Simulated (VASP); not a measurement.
Set up this calculation in VASP 6.6.1, as the native input.

```yaml
Task: single point
Functional: PBE
Potentials_or_basis: VASP PAW PBE potentials, release 64 (In_d, Se)
Cutoff: 520 eV
k_mesh: 4 × 4 × 4
Occupations: gaussian, width 0.01 eV
Spin: no spin polarisation
Dipole_correction: no
Further_INCAR_settings: ALGO = Normal; EDIFF = 1e-06; NBANDS = 27
```

The structure of InSe lies in POSCAR:

```
InSe
1.0
    5.8791298263     -2.0549041872      0.0681376718
    5.8791298263      2.0549041872      0.0681376718
   -1.6833233609      0.0000000000      4.3858890753
In Se
2 2
Direct
    0.1131987521      0.1131987521      0.9651310488
    0.8868012479      0.8868012479      0.0348689512
    0.3425800535      0.3425800535      0.3509438152
    0.6574199465      0.6574199465      0.6490561848
```

One way to write it, as run:

INCAR

```
SYSTEM = InSe
PREC     = Accurate       ! precision mode
ENCUT    = 520            ! plane-wave cutoff, eV
EDIFF    = 1E-6           ! SCF threshold, eV
ISMEAR   = 0              ! smearing method
SIGMA    = 0.01           ! smearing width, eV
LREAL    = .False.        ! projectors in reciprocal space
LASPH    = .True.         ! aspherical terms in the spheres
NELM     = 80             ! most SCF steps
ALGO     = Normal         ! electronic algorithm
ISIF     = 2              ! what is computed and relaxed
LWAVE    = .False.        ! write WAVECAR
LCHARG   = .False.        ! write CHGCAR
GGA      = PE             ! functional
NBANDS   = 27             ! bands
```

KPOINTS

```
Automatic mesh
0
Gamma
  4 4 4
  0 0 0
```

Potentials or basis: VASP PAW PBE potentials, release 64 (In_d, Se).

The run is started by

```bash
$ cat potpaw_PBE.64/In_d/POTCAR potpaw_PBE.64/Se/POTCAR > POTCAR
$ mpirun -np 1 vasp_std > vasp.out
```

Results of the run:

```
Pressure               : 2.6 GPa
Largest force          : 0.258 eV/Å
Band gap on the k mesh : 1.21 eV (least direct gap 1.25 eV)
```

Caveat: spin-orbit coupling is left out, which moves the levels of the heavy elements.

It took 2.4 min on 1 thread of AMD EPYC 7R13, on a shared host, peak memory 0.27 GiB.
